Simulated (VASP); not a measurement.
# WS2 in VASP: single point with PBEsol+D3(BJ)

Aim: the single point of WS2 with PBEsol+D3(BJ).

Program: VASP 6.6.1. These are calculated values, not measurements. Logs are shortened: lines on timing, memory, paths and dates and some standing lists are left out, and cuts for length are marked.

## 1. The cell of the first run

The cell holds a slab with vacuum, 3 atoms: a = 3.184 Å, b = 3.184 Å, c = 16.951 Å, α = 90.00°, β = 90.00°, γ = 120.00°.

## 2. Single point, PBEsol+D3(BJ)

File INCAR:

```
SYSTEM = WS2
  PREC = Accurate
  ENCUT = 520
  EDIFF = 1E-6
  ISMEAR = 0
  SIGMA = 0.05
  LREAL = .FALSE.
  LASPH = .TRUE.
  NELM = 100
  ALGO = Normal
  ISIF = 2
  LWAVE = .FALSE.
  LCHARG = .FALSE.
  GGA = PS
  IVDW = 12
  NBANDS = 20
```

File KPOINTS:

```
regular mesh
0
G
  12 12 2
  0 0 0
```

File POSCAR:

```
WS2
1.0
    3.1835163552      0.0000000000      0.0000000000
   -1.5917581776      2.7570060369      0.0000000000
    0.0000000000      0.0000000000     16.9505778900
W S
1 2
Direct
    0.3333333333      0.6666666667      0.0000000000
    0.6666666667      0.3333333333      0.9079994900
    0.6666666667      0.3333333333      0.0920005100
```

Potentials or basis: VASP PAW PBE potentials, release 64 (W_sv, S).

The run is started by

```bash
$ cat potpaw_PBE.64/W_sv/POTCAR potpaw_PBE.64/S/POTCAR > POTCAR
$ mpirun -np 1 vasp_std > vasp.out
```

OUTCAR:

```text
SYSTEM = WS2
   PREC = Accurate
   ENCUT = 520
   EDIFF = 1E-6
   ISMEAR = 0
   LREAL = .FALSE.
   LASPH = .TRUE.
   NELM = 100
   ISIF = 2
   GGA = PS
   IVDW = 12
 IVDW          = 12

 ion  position               nearest neighbor table
   1  0.333  0.667  0.000-   2 2.41   3 2.41   2 2.41   3 2.41   2 2.41   3 2.41
   2  0.667  0.333  0.908-   1 2.41   1 2.41   1 2.41
   3  0.667  0.333  0.092-   1 2.41   1 2.41   1 2.41

  LATTYP: Found a hexagonal cell.
 ALAT       =     3.1835163552
 C/A-ratio  =     5.3244827413

  Lattice vectors:

 A1 = (   3.1835163552,   0.0000000000,   0.0000000000)
 A2 = (  -1.5917581776,   2.7570060369,   0.0000000000)
 A3 = (   0.0000000000,   0.0000000000,  16.9505778900)

Analysis of symmetry for initial positions (statically):
=====================================================================
 Subroutine PRICEL returns:
 Original cell was already a primitive cell.

 Routine SETGRP: Setting up the symmetry group for a
 hexagonal supercell.

 Subroutine GETGRP returns: Found 12 space group operations
 (whereof 12 operations were pure point group operations)
 out of a pool of 24 trial point group operations.

The static configuration has the point symmetry D_3h.

Analysis of symmetry for dynamics (positions and initial velocities):
=====================================================================
 Subroutine PRICEL returns:
 Original cell was already a primitive cell.

 Routine SETGRP: Setting up the symmetry group for a
 hexagonal supercell.

 Subroutine GETGRP returns: Found 12 space group operations
 (whereof 12 operations were pure point group operations)
 out of a pool of 24 trial point group operations.

The dynamic configuration has the point symmetry D_3h.

 Subroutine INISYM returns: Found 12 space group operations
 (whereof 12 operations are pure point group operations),
 and found     1 'primitive' translations

----------------------------------------------------------------------------------------

                                     Primitive cell

  volume of cell :     148.7748

  direct lattice vectors                    reciprocal lattice vectors
     3.183516355  0.000000000  0.000000000     0.314118066  0.181356150  0.000000000
[... 84 lines left out ...]
   LSORBIT =      F    spin-orbit coupling
   LASPH  =      T    aspherical Exc in radial PAW
   ENCUT  =  520.0 eV  38.22 Ry    6.18 a.u.   5.92  5.92 31.52*2*pi/ulx,y,z
   NELM   =    100;   NELMIN=  2; NELMDL= -5     # of ELM steps
   EDIFF  = 0.1E-05   stopping-criterion for ELM
   LREAL  =      F    real-space projection
   EDIFFG = 0.1E-04   stopping-criterion for IOM
   NSW    =      0    number of steps for IOM
   IBRION =     -1    ionic relax: 0-MD 1-quasi-New 2-CG
   NFREE  =      0    steps in history (QN), initial steepest desc. (CG)
   ISIF   =      2    stress and relaxation
   ISYM   =      2    0-nonsym 1-usesym 2-fastsym
   POTIM  = 0.5000    time-step for ionic-motion
   TEBEG  =    0.0;   TEEND  =   0.0 temperature during run
   PSTRESS=    0.0 pullay stress
   NELECT =      26.0000    total number of electrons
   NUPDOWN=      -1.0000    fix difference up-down
   EMIN   =  10.00;   EMAX   =-10.00  energy-range for DOS
   EFERMI =   0.00;   METHOD = LEGACY
   ISMEAR =     0;   SIGMA  =   0.05  broadening in eV -4-tet -1-fermi 0-gaus
   EFERMI_NEDOS =   21; number of points for ismear=-14 and -15
   IALGO  =     38    algorithm
   IMIX   =      4    mixing-type and parameters
     AMIX     =   0.40;   BMIX     =  1.00
     AMIX_MAG =   1.60;   BMIX_MAG =  1.00
  volume/ion in A,a.u.               =      49.59       334.66
  Fermi-wavevector in a.u.,A,eV,Ry     =   0.915285  1.729637 11.398226  0.837746
  Thomas-Fermi vector in A             =   2.040009
   LORBIT       =      0    0 simple, 1 ext, 2 COOP (PROOUT), +10 PAW based schemes
   GGA     = PS    functional components
   LHFCALC =     F    Hartree Fock is set to
   AEXX    =    0.0000 exact exchange contribution
   IVDW    =    12    specifies the selected vdW correction
   LEPSILON=     F    determine dielectric tensor
   LRPA    =     F    only Hartree local field effects (RPA)
 non-spin polarized calculation
 Gauss-broadening in eV      SIGMA  =   0.05
  energy-cutoff  :      520.00
  volume of cell :      148.77
 maximum number of plane-waves:      4032
 NGX is ok and might be reduce to    24
   NGX = 11   NGY = 11   NGZ = 63

 number of electron      25.9999999 magnetization

 Free energy of the ion-electron system (eV)
  ---------------------------------------------------
  ext. energy  EPLUGINS =         0.00000000
  ---------------------------------------------------
  free energy    TOTEN  =       -25.23539158 eV

  energy without entropy =      -25.23539158  energy(sigma->0) =      -25.23539158

 E-fermi :  -0.8543     XC(G=0):  -4.5506

 val. band max:       -1.2802889307   @ k =   0.0000   0.0000   0.5000
 cond. band min:       0.5062786662   @ k =   0.3333   0.3333   0.0000
 fundamental gap:      1.7865675969
 Fermi energy:        -0.8543009771

 k-point     1 :       0.0000    0.0000    0.0000
  band No.  band energies     occupation
      1     -75.2329      2.00000
      2     -39.4786      2.00000
      3     -39.3260      2.00000
      4     -39.3260      2.00000
      5     -16.0318      2.00000
      6     -14.3482      2.00000
[... 541 lines left out ...]
     19       5.9724      0.00000
     20       6.1388      0.00000

 [... further k-points ...]

------------------------ aborting loop because EDIFF is reached ----------------------------------------

 Edisp (eV)   -0.73203

 E8    (eV) :    -0.4921

  FORCE on cell =-STRESS in cart. coord.  units (eV):
  Direction    XX          YY          ZZ          XY          YZ          ZX
  --------------------------------------------------------------------------------------
  -------------------------------------------------------------------------------------
  Total      -2.01875    -2.01875    -0.52172     0.00000     0.00000    -0.00000
  in kB     -21.74019   -21.74019    -5.61845     0.00000     0.00000    -0.00000
  external pressure =      -16.37 kB  Pullay stress =        0.00 kB

 VOLUME and BASIS-vectors are now :
 -----------------------------------------------------------------------------
  energy-cutoff  :      520.00
  volume of cell :      148.77
      direct lattice vectors                 reciprocal lattice vectors
     3.183516355  0.000000000  0.000000000     0.314118066  0.181356150  0.000000000
    -1.591758178  2.757006037  0.000000000     0.000000000  0.362712300  0.000000000
     0.000000000  0.000000000 16.950577890     0.000000000  0.000000000  0.058995039

 POSITION                                       TOTAL-FORCE (eV/Angst)
 -----------------------------------------------------------------------------------
     -0.00000      1.83800      0.00000         0.000000      0.000000      0.000000
      1.59176      0.91900     15.39112        -0.000000      0.000000      0.153537
      1.59176      0.91900      1.55946        -0.000000      0.000000     -0.153537
 -----------------------------------------------------------------------------------
    total drift:                                0.000000     -0.000000     -0.000000

  FREE ENERGIE OF THE ION-ELECTRON SYSTEM (eV)
  ---------------------------------------------------
  free  energy   TOTEN  =       -25.9674171879 eV

  energy  without entropy=      -25.9674171879  energy(sigma->0) =      -25.96741719
```

OSZICAR:

```text
N       E                     dE             d eps       ncg     rms          rms(c)
DAV:   1     0.170143564051E+03    0.17014E+03   -0.13817E+04  1832   0.108E+03
DAV:   2    -0.133124323278E+02   -0.18346E+03   -0.17773E+03  1992   0.255E+02
DAV:   3    -0.263345040153E+02   -0.13022E+02   -0.12917E+02  1980   0.657E+01
[... 14 lines left out ...]
DAV:  18    -0.252353728683E+02   -0.35286E-04   -0.20004E-06  1516   0.553E-03    0.305E-03
DAV:  19    -0.252353865570E+02   -0.13689E-04   -0.84836E-07  1600   0.300E-03    0.280E-03
DAV:  20    -0.252353902960E+02   -0.37390E-05   -0.18121E-07  1492   0.151E-03    0.185E-03
DAV:  21    -0.252353913260E+02   -0.10301E-05   -0.48703E-08  1232   0.860E-04    0.521E-04
DAV:  22    -0.252353915850E+02   -0.25896E-06   -0.86082E-09  1080   0.392E-04
   1 F= -.25967417E+02 E0= -.25967417E+02  d E =-.141417E-34
```

stdout:

```text
POSCAR found type information on POSCAR W S
 POSCAR found :  2 types and       3 ions
 scaLAPACK will be used
 -----------------------------------------------------------------------------
|                                                                             |
|                                                                             |
|     You enforced a specific xc type in the INCAR file but a different       |
|     I HOPE YOU KNOW WHAT YOU ARE DOING!                                     |
|                                                                             |
 -----------------------------------------------------------------------------

 LDA part: xc-table for (Slater+PW92), standard interpolation
 POSCAR, INCAR and KPOINTS ok, starting setup
 FFT: planning ... GRIDC
 FFT: planning ... GRID_SOFT
 FFT: planning ... GRID
 WAVECAR not read
 entering main loop
```

Wall time 2.5 min (1 thread of Intel Xeon Platinum 8488C (Sapphire Rapids), shared host); peak memory 0.31 GiB.

What came out:

- Free energy: -25.9674 eV
- Largest force: 0.154 eV/Å
- Band gap on the k mesh: 1.79 eV
- Dispersion energy per atom: -0.244 eV

Forces in eV/Å, atoms in the order of the input:
```
W    0.000  0.000  0.000
S    0.000  0.000  0.154
S    0.000  0.000 -0.154
```

Levels at points of the mesh, in eV from the valence-band top:
```
           k point  band 11  band 12  band 13  band 14  band 15  band 16
(0.00, 0.00, 0.00)    -1.64    -1.64     0.00     2.90     2.90     3.10
(0.50, 0.00, 0.00)    -2.08    -1.27    -0.92     2.85     3.31     4.06
(0.00, 0.00, 0.50)    -1.64    -1.64     0.00     2.90     2.90     3.10
(0.50, 0.00, 0.50)    -2.08    -1.27    -0.92     2.85     3.31     4.06
```

Caveat: there is no dipole correction, which matters where the two faces differ; the PAW data sets were made with another functional, which shifts forces and pressure a little; spin-orbit coupling is left out, which moves the levels of the heavy elements.
